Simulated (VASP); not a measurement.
# KBr (P6_3/mmc) in VASP: a series of runs

KBr is run at these levels: PBE; tasks: electric field gradients, single point.

All numbers are computed with VASP 6.6.1; they aren't measurements. Logs are shortened: lines on timing, memory, paths and dates and some standing lists are left out, and cuts for length are marked.

## 1. The cell of the first run

Symmetry: P6_3/mmc, No. 194, hexagonal system. The conventional cell has a = 5.672 Å, b = 5.672 Å, c = 6.644 Å, α = 90.00°, β = 90.00°, γ = 120.00°. K (site symmetry -6m2) has 5 Br at 3.27 to 3.32 Å within 4.3 Å. Within 4.3 Å of Br (site symmetry -6m2) lie 5 K at 3.27 to 3.32 Å.

## 2. Electric field gradients, PBE

File INCAR:

```
PREC = Accurate ; ENCUT = 520
EDIFF = 1E-8 ; ISMEAR = -1
SIGMA = 0.05 ; LREAL = F
LASPH = T ; NELM = 60
ALGO = Normal ; ISIF = 2
LWAVE = F ; LCHARG = F
GGA = PE ; LEFG = T
NBANDS = 24
```

File KPOINTS:

```
regular mesh
0
Gamma
  10 10 6
```

File POSCAR:

```
KBr
1.0
    5.6719075554      0.0000000000      0.0000000000
   -2.8359537777      4.9120160309      0.0000000000
    0.0000000000      0.0000000000      6.6444758926
K Br
2 2
Direct
    0.3333333333      0.6666666667     -0.0619986288
    0.6666666667      0.3333333333      0.4380013712
    0.3333333333      0.6666666667      0.4379986288
    0.6666666667      0.3333333333      0.9379986288
```

Potentials or basis: VASP PAW PBE potentials, release 64 (K_sv, Br).

Started as:

```bash
> cat potpaw_PBE.64/K_sv/POTCAR potpaw_PBE.64/Br/POTCAR > POTCAR
> mpirun -np 1 vasp_std > vasp.out
```

OUTCAR:

```text
PREC = Accurate
   ENCUT = 520
   EDIFF = 1E-8
   ISMEAR = -1
   LREAL = F
   LASPH = T
   NELM = 60
   ISIF = 2
   GGA = PE

 ion  position               nearest neighbor table
   1  0.333  0.667  0.938-   4 3.27   4 3.27   4 3.27
   2  0.667  0.333  0.438-   3 3.27   3 3.27   3 3.27
   3  0.333  0.667  0.438-   2 3.27   2 3.27   2 3.27
   4  0.667  0.333  0.938-   1 3.27   1 3.27   1 3.27

  LATTYP: Found a hexagonal cell.
 ALAT       =     5.6719075554
 C/A-ratio  =     1.1714711193

  Lattice vectors:

 A1 = (   5.6719075554,   0.0000000000,   0.0000000000)
 A2 = (  -2.8359537777,   4.9120160309,   0.0000000000)
 A3 = (   0.0000000000,   0.0000000000,   6.6444758926)

Analysis of symmetry for initial positions (statically):
=====================================================================
 Subroutine PRICEL returns:
 Original cell was already a primitive cell.

 Routine SETGRP: Setting up the symmetry group for a
 hexagonal supercell.

 Subroutine GETGRP returns: Found 24 space group operations
 (whereof  6 operations were pure point group operations)
 out of a pool of 24 trial point group operations.

The static configuration has the point symmetry C_3v.
 The point group associated with its full space group is D_6h.

Analysis of symmetry for dynamics (positions and initial velocities):
=====================================================================
 Subroutine PRICEL returns:
 Original cell was already a primitive cell.

 Routine SETGRP: Setting up the symmetry group for a
 hexagonal supercell.

 Subroutine GETGRP returns: Found 24 space group operations
 (whereof  6 operations were pure point group operations)
 out of a pool of 24 trial point group operations.

The dynamic configuration has the point symmetry C_3v.
 The point group associated with its full space group is D_6h.

 Subroutine INISYM returns: Found 24 space group operations
 (whereof  6 operations are pure point group operations),
 and found     1 'primitive' translations

----------------------------------------------------------------------------------------

                                     Primitive cell

  volume of cell :     185.1184

  direct lattice vectors                    reciprocal lattice vectors
     5.671907555  0.000000000  0.000000000     0.176307528  0.101791199  0.000000000
    -2.835953778  4.912016031  0.000000000     0.000000000  0.203582397  0.000000000
     0.000000000  0.000000000  6.644475893     0.000000000  0.000000000  0.150500960

  length of vectors
     5.671907555  5.671907555  6.644475893     0.203582397  0.203582397  0.150500960

  position of ions in fractional coordinates (direct lattice)
     0.333333333  0.666666667  0.938001371
     0.666666667  0.333333333  0.438001371
     0.333333333  0.666666667  0.437998629
     0.666666667  0.333333333  0.937998629

  ion indices of the primitive-cell ions
   primitive index   ion index
                 1           1
                 2           2
                 3           3
                 4           4

----------------------------------------------------------------------------------------

 KPOINTS: regular mesh

Automatic generation of k-mesh.
 Grid dimensions read from file:
 generate k-points for:   10   10    6

 Generating k-lattice:

  Cartesian coordinates                     Fractional coordinates (reciprocal lattice)
     0.017630753  0.010179120  0.000000000     0.100000000  0.000000000  0.000000000
     0.000000000  0.020358240  0.000000000     0.000000000  0.100000000  0.000000000
[... 39 lines left out ...]
 [... further k-points ...]
   k-points           NKPTS =     56   k-points in BZ     NKDIM =     56   number of bands    NBANDS=     24
   number of dos      NEDOS =    301   number of ions     NIONS =      4
   total plane-waves  NPLWV =  88200
   dimension x,y,z NGX =    42 NGY =   42 NGZ =   50
   dimension x,y,z NGXF=    84 NGYF=   84 NGZF=  100
   ions per type =               2   2
   NGX,Y,Z   is equivalent  to a cutoff of  12.31, 12.31, 12.51 a.u.
   NGXF,Y,Z  is equivalent  to a cutoff of  24.62, 24.62, 25.02 a.u.
 SYSTEM =  unknown system
   PREC   = accura    normal or accurate (medium, high low for compatibility)
   ISTART =      0    job   : 0-new  1-cont  2-samecut
   ICHARG =      2    charge: 1-file 2-atom 10-const
   ISPIN  =      1    spin polarized calculation?
   LNONCOLLINEAR =      F non collinear calculations
   LSORBIT =      F    spin-orbit coupling
   LASPH  =      T    aspherical Exc in radial PAW
   ENCUT  =  520.0 eV  38.22 Ry    6.18 a.u.  10.55 10.55 12.35*2*pi/ulx,y,z
   NELM   =     60;   NELMIN=  2; NELMDL= -5     # of ELM steps
   EDIFF  = 0.1E-07   stopping-criterion for ELM
   LREAL  =      F    real-space projection
   EDIFFG = 0.1E-06   stopping-criterion for IOM
   NSW    =      0    number of steps for IOM
   IBRION =     -1    ionic relax: 0-MD 1-quasi-New 2-CG
   NFREE  =      0    steps in history (QN), initial steepest desc. (CG)
   ISIF   =      2    stress and relaxation
   ISYM   =      2    0-nonsym 1-usesym 2-fastsym
   POTIM  = 0.5000    time-step for ionic-motion
   TEBEG  =    0.0;   TEEND  =   0.0 temperature during run
   PSTRESS=    0.0 pullay stress
   NELECT =      32.0000    total number of electrons
   NUPDOWN=      -1.0000    fix difference up-down
   EMIN   =  10.00;   EMAX   =-10.00  energy-range for DOS
   EFERMI =   0.00;   METHOD = LEGACY
   ISMEAR =    -1;   SIGMA  =   0.05  broadening in eV -4-tet -1-fermi 0-gaus
   EFERMI_NEDOS =   21; number of points for ismear=-14 and -15
   IALGO  =     38    algorithm
   IMIX   =      4    mixing-type and parameters
     AMIX     =   0.40;   BMIX     =  1.00
     AMIX_MAG =   1.60;   BMIX_MAG =  1.00
  volume/ion in A,a.u.               =      46.28       312.31
  Fermi-wavevector in a.u.,A,eV,Ry     =   0.911958  1.723351 11.315527  0.831668
  Thomas-Fermi vector in A             =   2.036298
   LORBIT       =      0    0 simple, 1 ext, 2 COOP (PROOUT), +10 PAW based schemes
   GGA     = PE    functional components
   LHFCALC =     F    Hartree Fock is set to
   AEXX    =    0.0000 exact exchange contribution
   IVDW    =     0    specifies the selected vdW correction
   LEPSILON=     F    determine dielectric tensor
   LRPA    =     F    only Hartree local field effects (RPA)
 non-spin polarized calculation
  energy-cutoff  :      520.00
  volume of cell :      185.12
 maximum number of plane-waves:      5017
   NGX = 21   NGY = 21   NGZ = 25

 number of electron      31.9999994 magnetization

 Free energy of the ion-electron system (eV)
  ---------------------------------------------------
  ext. energy  EPLUGINS =         0.00000000
  ---------------------------------------------------
  free energy    TOTEN  =       -12.28347789 eV

  energy without entropy =      -12.28347789  energy(sigma->0) =      -12.28347789

 E-fermi :  -1.5659     XC(G=0):  -6.2398

 val. band max:       -2.6377621911   @ k =   0.0000   0.0000   0.0000
 cond. band min:       1.5003291456   @ k =   0.0000   0.0000   0.0000
 fundamental gap:      4.1380913367
 Fermi energy:        -1.5659060956

 k-point     1 :       0.0000    0.0000    0.0000
  band No.  band energies     occupation
      1     -30.6259      2.00000
      2     -30.6206      2.00000
      3     -14.8266      2.00000
      4     -14.7512      2.00000
      5     -14.1589      2.00000
      6     -14.1447      2.00000
[... 637 lines left out ...]
     23       5.8215      0.00000
     24       5.9932      0.00000

 [... further k-points ...]

------------------------ aborting loop because EDIFF is reached ----------------------------------------

  FORCE on cell =-STRESS in cart. coord.  units (eV):
  Direction    XX          YY          ZZ          XY          YZ          ZX
  --------------------------------------------------------------------------------------
  -------------------------------------------------------------------------------------
  Total        0.0449743      0.0449743      0.0199959      0.0000000      0.0000000      0.0000000
  in kB        0.3892471      0.3892471      0.1730623      0.0000000      0.0000000      0.0000000
  external PRESSURE =       0.3171855 kB  Pullay stress =       0.0000000 kB

 VOLUME and BASIS-vectors are now :
 -----------------------------------------------------------------------------
  energy-cutoff  :      520.00
  volume of cell :      185.12
      direct lattice vectors                 reciprocal lattice vectors
     5.671907555  0.000000000  0.000000000     0.176307528  0.101791199  0.000000000
    -2.835953778  4.912016031  0.000000000     0.000000000  0.203582397  0.000000000
     0.000000000  0.000000000  6.644475893     0.000000000  0.000000000  0.150500960

 POSITION                                       TOTAL-FORCE (eV/Angst)
 -----------------------------------------------------------------------------------
     -0.00000      3.27468      6.23253         0.000000      0.000000     -0.000000
      2.83595      1.63734      2.91029         0.000000     -0.000000     -0.000000
     -0.00000      3.27468      2.91027        -0.000000      0.000000      0.000000
      2.83595      1.63734      6.23251         0.000000     -0.000000     -0.000000
 -----------------------------------------------------------------------------------
    total drift:                               -0.000000      0.000000      0.023850

  FREE ENERGIE OF THE ION-ELECTRON SYSTEM (eV)
  ---------------------------------------------------
  free  energy   TOTEN  =       -12.2834778931 eV

  energy  without entropy=      -12.2834778931  energy(sigma->0) =      -12.28347789

 Electric field gradients (V/A^2)
---------------------------------------------------------------------
 ion       V_xx      V_yy      V_zz      V_xy      V_xz      V_yz
---------------------------------------------------------------------
   1       2.101     2.100    -4.201    -0.001    -0.000     0.000
   2       2.101     2.100    -4.201    -0.001     0.000    -0.000
   3      -1.852    -1.852     3.704    -0.000     0.000    -0.000
   4      -1.852    -1.852     3.704    -0.000    -0.000     0.000
---------------------------------------------------------------------

 Electric field gradients after diagonalization (V/A^2)
 (convention: |V_zz| > |V_xx| > |V_yy|)
----------------------------------------------------------------------
 ion       V_xx      V_yy      V_zz     asymmetry (V_yy - V_xx)/ V_zz
----------------------------------------------------------------------
   1       2.101     2.100    -4.201       0.000
   2       2.101     2.100    -4.201       0.000
   3      -1.852    -1.852     3.704       0.000
   4      -1.852    -1.852     3.704       0.000
----------------------------------------------------------------------

           NMR quadrupolar parameters

 Cq : quadrupolar parameter    Cq=e*Q*V_zz/h
 eta: asymmetry parameters     (V_yy - V_xx)/ V_zz
 Q  : nuclear electric quadrupole moment in mb (millibarn)
----------------------------------------------------------------------
 ion       Cq(MHz)       eta       Q (mb)
----------------------------------------------------------------------
   1      -0.010       0.000       1.000
   2      -0.010       0.000       1.000
   3       0.009       0.000       1.000
   4       0.009       0.000       1.000
----------------------------------------------------------------------
```

Wall time 12 min (1 thread of Intel Xeon 8259CL, shared host); peak memory 0.39 GiB.

Results:

* Free energy: -12.2835 eV
* Pressure: 0.0 GPa
* Band gap on the k mesh: 4.14 eV
* Largest electric field gradient by atom: K -4.2; Br +3.7 V/Å²

Levels at points of the mesh, in eV from the valence-band top:
| k point | band 14 | band 15 | band 16 | band 17 | band 18 | band 19 |
| --- | --- | --- | --- | --- | --- | --- |
| (0.00, 0.00, 0.00) | -0.26 | -0.26 | 0.00 | 4.14 | 6.95 | 7.43 |
| (0.50, 0.00, 0.00) | -0.43 | -0.24 | -0.14 | 5.99 | 6.30 | 6.68 |
| (0.00, 0.00, 0.50) | -0.37 | -0.37 | -0.37 | 5.39 | 5.39 | 8.34 |
| (0.50, 0.00, 0.50) | -0.33 | -0.25 | -0.25 | 6.23 | 6.23 | 7.73 |

Electric field gradients, principal values (V/Å²):
```tsv
atom	least	middle	greatest (by size)
1 K	2.100	2.101	-4.201
2 K	2.100	2.101	-4.201
3 Br	-1.852	-1.852	3.704
4 Br	-1.852	-1.852	3.704
```

Caveat: without QUAD_EFG the Cq values of the log hold for a quadrupole moment of 1 mb, not for the nuclei. A k mesh can miss the band edges.

## 3. Single point, PBE

POSCAR is that of step 2.

File INCAR.step1:

```
SYSTEM = KBr
PREC = Accurate
ENCUT = 520
EDIFF = 1E-6
ISMEAR = -1
SIGMA = 0.05
LREAL = .False.
LASPH = .True.
NELM = 80
ALGO = Normal
ISIF = 2
LWAVE = .False.
LCHARG = .True.
GGA = PE
NBANDS = 24
```

File KPOINTS.step1:

```
Automatic mesh
0
Gamma
  10 10 6
  0 0 0
```

File INCAR.step2:

```
SYSTEM = KBr
PREC = Accurate
ENCUT = 520
EDIFF = 1E-6
ISMEAR = -5
SIGMA = 0.05
LREAL = .False.
LASPH = .True.
NELM = 80
ALGO = Normal
ISIF = 2
LWAVE = .False.
LCHARG = .False.
GGA = PE
LORBIT = 10
NEDOS = 2001
ICHARG = 11
```

File KPOINTS.step2:

```
Automatic mesh
0
Gamma
  15 15 9
  0 0 0
```

Potentials or basis: VASP PAW PBE potentials, release 64 (K_sv, Br).

Started as:

```bash
> cat potpaw_PBE.64/K_sv/POTCAR potpaw_PBE.64/Br/POTCAR > POTCAR
> cp INCAR.step1 INCAR
> cp KPOINTS.step1 KPOINTS
> mpirun -np 1 vasp_std > vasp.out
> cp INCAR.step2 INCAR
> cp KPOINTS.step2 KPOINTS
> mpirun -np 1 vasp_std > vasp.out
```

OUTCAR:

```text
SYSTEM = KBr
   PREC = Accurate
   ENCUT = 520
   EDIFF = 1E-6
   ISMEAR = -5
   LREAL = .False.
   LASPH = .True.
   NELM = 80
   ISIF = 2
   GGA = PE
   LORBIT = 10
   ICHARG = 11

 ion  position               nearest neighbor table
   1  0.333  0.667  0.938-   4 3.27   4 3.27   4 3.27
   2  0.667  0.333  0.438-   3 3.27   3 3.27   3 3.27
   3  0.333  0.667  0.438-   2 3.27   2 3.27   2 3.27
   4  0.667  0.333  0.938-   1 3.27   1 3.27   1 3.27

  LATTYP: Found a hexagonal cell.
 ALAT       =     5.6719075554
 C/A-ratio  =     1.1714711193

  Lattice vectors:

 A1 = (   5.6719075554,   0.0000000000,   0.0000000000)
 A2 = (  -2.8359537777,   4.9120160309,   0.0000000000)
 A3 = (   0.0000000000,   0.0000000000,   6.6444758926)

Analysis of symmetry for initial positions (statically):
=====================================================================
 Subroutine PRICEL returns:
 Original cell was already a primitive cell.

 Routine SETGRP: Setting up the symmetry group for a
 hexagonal supercell.

[... 182 lines left out ...]
      1     -30.6260      2.00000
      2     -30.6207      2.00000
      3     -14.8265      2.00000
      4     -14.7511      2.00000
      5     -14.1590      2.00000
      6     -14.1448      2.00000
[... 541 lines left out ...]
     19       3.9535      0.00000
     20       4.8218      0.00000

 [... further k-points ...]

------------------------ aborting loop because EDIFF is reached ----------------------------------------

  FORCE on cell =-STRESS in cart. coord.  units (eV):
  Direction    XX          YY          ZZ          XY          YZ          ZX
  --------------------------------------------------------------------------------------
  -------------------------------------------------------------------------------------
  Total        0.0434182      0.0434182      0.0186070      0.0000000      0.0000000     -0.0000000
  in kB        0.3757794      0.3757794      0.1610412      0.0000000      0.0000000     -0.0000000
  external PRESSURE =       0.3042000 kB  Pullay stress =       0.0000000 kB

 VOLUME and BASIS-vectors are now :
 -----------------------------------------------------------------------------
  energy-cutoff  :      520.00
  volume of cell :      185.12
      direct lattice vectors                 reciprocal lattice vectors
     5.671907555  0.000000000  0.000000000     0.176307528  0.101791199  0.000000000
    -2.835953778  4.912016031  0.000000000     0.000000000  0.203582397  0.000000000
     0.000000000  0.000000000  6.644475893     0.000000000  0.000000000  0.150500960

 POSITION                                       TOTAL-FORCE (eV/Angst)
 -----------------------------------------------------------------------------------
     -0.00000      3.27468      6.23253        -0.000000      0.000000      0.000000
      2.83595      1.63734      2.91029         0.000000     -0.000000      0.000000
     -0.00000      3.27468      2.91027         0.000000     -0.000000      0.000000
      2.83595      1.63734      6.23251        -0.000000     -0.000000     -0.000000
 -----------------------------------------------------------------------------------
    total drift:                               -0.000000      0.000000      0.026707

  FREE ENERGIE OF THE ION-ELECTRON SYSTEM (eV)
  ---------------------------------------------------
  free  energy   TOTEN  =       -12.2835076451 eV

  energy  without entropy=      -12.2835076451  energy(sigma->0) =      -12.28350765

 total charge

# of ion       s       p       d       tot
------------------------------------------
    1        1.957   5.578   0.022   7.557
    2        1.957   5.578   0.022   7.557
    3        1.599   3.296   0.001   4.896
    4        1.599   3.296   0.001   4.896
--------------------------------------------------
tot          7.111  17.748   0.046  24.905
```

OSZICAR.step1:

```text
N       E                     dE             d eps       ncg     rms          rms(c)
DAV:   1     0.235391584508E+03    0.23539E+03   -0.13395E+04  2688   0.111E+03
DAV:   2     0.998546896552E+01   -0.22541E+03   -0.21381E+03  3272   0.286E+02
DAV:   3    -0.122169722447E+02   -0.22202E+02   -0.22108E+02  4448   0.768E+01
DAV:   4    -0.128055485962E+02   -0.58858E+00   -0.58739E+00  3848   0.132E+01
DAV:   5    -0.128369287539E+02   -0.31380E-01   -0.31379E-01  4080   0.196E+00    0.422E+00
DAV:   6    -0.123093304973E+02    0.52760E+00   -0.75628E-01  3312   0.314E+00    0.296E+00
DAV:   7    -0.122425003837E+02    0.66830E-01   -0.42145E-01  3448   0.251E+00    0.149E+00
DAV:   8    -0.122761554073E+02   -0.33655E-01   -0.63648E-02  3432   0.132E+00    0.358E-01
DAV:   9    -0.122773901202E+02   -0.12347E-02   -0.18629E-03  3560   0.206E-01    0.215E-01
DAV:  10    -0.122833380060E+02   -0.59479E-02   -0.55293E-03  2768   0.324E-01    0.887E-02
DAV:  11    -0.122834007601E+02   -0.62754E-04   -0.13660E-04  4312   0.595E-02    0.341E-02
DAV:  12    -0.122834792262E+02   -0.78466E-04   -0.14207E-04  2880   0.662E-02    0.251E-02
DAV:  13    -0.122834767283E+02    0.24979E-05   -0.17418E-05  3584   0.229E-02    0.419E-03
DAV:  14    -0.122834773906E+02   -0.66237E-06   -0.12254E-06  2712   0.557E-03
   1 F= -.12283477E+02 E0= -.12283477E+02  d E =-.716257E-10
```

Run time: 20 min. Hardware: 1 thread of Intel Xeon 8259CL, shared host; peak memory 0.57 GiB.

What came out:

```yaml
Valence_electrons_inside_the_program's_atomic_spheres: K 7.56; Br 4.90
```
